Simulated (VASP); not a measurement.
Here is a VASP 6.6.1 calculation.

Contents of INCAR:

```
ALGO = Normal ; EDIFF = 1E-7
ENCUT = 520 ; GGA = PS
ISIF = 2 ; ISMEAR = -1
LASPH = T ; LCHARG = F
LREAL = F ; LWAVE = F
NBANDS = 25 ; NELM = 100
PREC = Accurate ; SIGMA = 0.05
```

File KPOINTS:

```
k-points
0
Gamma
  9 9 5
```

POSCAR

```
CuO
1.0
    3.3312928712      0.0000000000      0.0000000000
   -1.6656464306      2.8849842492      0.0000000000
    0.0000000000      0.0000000000      5.4558885767
Cu O
2 2
Direct
    0.6666666667      0.3333333333      0.0000000000
    0.3333333333      0.6666666667      0.5000000000
    0.6666666667      0.3333333333      0.6252000000
    0.3333333333      0.6666666667      0.1252000000
```

Potentials or basis: VASP PAW PBE potentials, release 64 (Cu, O).

Launch:

```bash
$ cat potpaw_PBE.64/Cu/POTCAR potpaw_PBE.64/O/POTCAR > POTCAR
$ mpirun -np 1 vasp_std > vasp.out
```

Problem. Estimate the band gap on the k mesh.

Solution. Zero (band 17 reaches 3.21 eV, above the bottom of band 18 at 1.95 eV).

Problem. Predict the largest force.

Solution. 0.055 eV/Å.

Problem. What does it give for the pressure?

Solution. -17.6 GPa.

Stress tensor (GPa, compression positive):
```
-17.92   0.00   0.00
  0.00 -17.92   0.00
  0.00   0.00 -16.87
```

Caveat: the PAW data sets were made with another functional, which shifts forces and pressure a little; semilocal functionals often make such compounds metallic where correlation or magnetic order opens a gap, which also shifts bond lengths. With open d or f shells a metallic result of PBEsol can be an artefact of self-interaction; +U or a hybrid may open a gap.
